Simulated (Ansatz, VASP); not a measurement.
**BaCa3O4: VASP beside Ansatz**

The input INCAR:

```
SYSTEM = BaCa3O4
PREC     = Accurate       ! precision mode
ENCUT    = 520            ! plane-wave cutoff, eV
EDIFF    = 1E-6           ! SCF threshold, eV
ISMEAR   = -1             ! smearing method
SIGMA    = 0.05           ! smearing width, eV
LREAL    = .False.        ! projectors in reciprocal space
LASPH    = .True.         ! aspherical terms in the spheres
NELM     = 100            ! most SCF steps
ALGO     = Normal         ! electronic algorithm
ISIF     = 2              ! what is computed and relaxed
LWAVE    = .False.        ! write WAVECAR
LCHARG   = .False.        ! write CHGCAR
GGA      = PE             ! functional
NBANDS   = 42             ! bands
```

The input KPOINTS:

```
regular mesh
0
Gamma
  5 5 5
  0 0 0
```

Contents of POSCAR:

```
BaCa3O4
1.0
    5.0392071855      0.0000000000      0.0000000000
    0.0000000000      5.0392071855      0.0000000000
    0.0000000000      0.0000000000      5.0392071855
Ba Ca O
1 3 4
Direct
    0.5000000000      0.5000000000      0.5000000000
    0.5000000000      0.0000000000      0.0000000000
    0.0000000000      0.5000000000      0.0000000000
    0.0000000000      0.0000000000      0.5000000000
    0.0000000000      0.5000000000      0.5000000000
    0.5000000000      0.0000000000      0.5000000000
    0.5000000000      0.5000000000      0.0000000000
    0.0000000000      0.0000000000      0.0000000000
```

Contents of input.yaml:

```yaml
crystal:
  lattice:
    - [5.0392071855, 0.0, 0.0]
    - [0.0, 5.0392071855, 0.0]
    - [0.0, 0.0, 5.0392071855]
  atoms:
    - { symbol: Ba, position: [0.5, 0.5, 0.5] }
    - { symbol: Ca, position: [0.5, 0.0, 0.0] }
    - { symbol: Ca, position: [0.0, 0.5, 0.0] }
    - { symbol: Ca, position: [0.0, 0.0, 0.5] }
    - { symbol: O, position: [0.0, 0.5, 0.5] }
    - { symbol: O, position: [0.5, 0.0, 0.5] }
    - { symbol: O, position: [0.5, 0.5, 0.0] }
    - { symbol: O, position: [0.0, 0.0, 0.0] }
hamiltonian:
  xc: pbe
  pseudopotentials: { kind: paw }
kpoints:
  mp_grid: { grid: [5, 5, 5] }
scf:
  occupations: { method: fermi_dirac, width: 0.05 }
output:
  forces: true
  stress: true
  eigenvalues: true
```

Alike in both runs: task single point; functional PBE; k mesh 5 × 5 × 5; occupations fermi-dirac, width 0.05 eV; no spin polarisation.

|  | VASP | Ansatz |
| --- | --- | --- |
| version | VASP 6.6.1 | Ansatz 0.2.0 |
| potentials or method | VASP PAW PBE potentials, release 64 (Ba_sv, Ca_sv, O) | Ansatz PAW |
| plane-wave cutoff (eV) | 520 | 420 |
| valence electrons in the cell | 64 | 64 |

|  | VASP | Ansatz | Ansatz less VASP |
| --- | --- | --- | --- |
| gap on the k mesh at the Fermi level (eV) | 2.19 | 2.27 | +0.077 |
| least direct gap on the mesh (eV) | 2.19 | 2.27 | +0.077 |
| pressure (GPa) | 3.9 | 2.3 | -1.54 |

Neither program's run includes spin-orbit coupling. Noted on Ansatz's run: odd divisions of the mesh miss points on the zone boundary, where band edges often lie, so the gap on the mesh can be too wide.
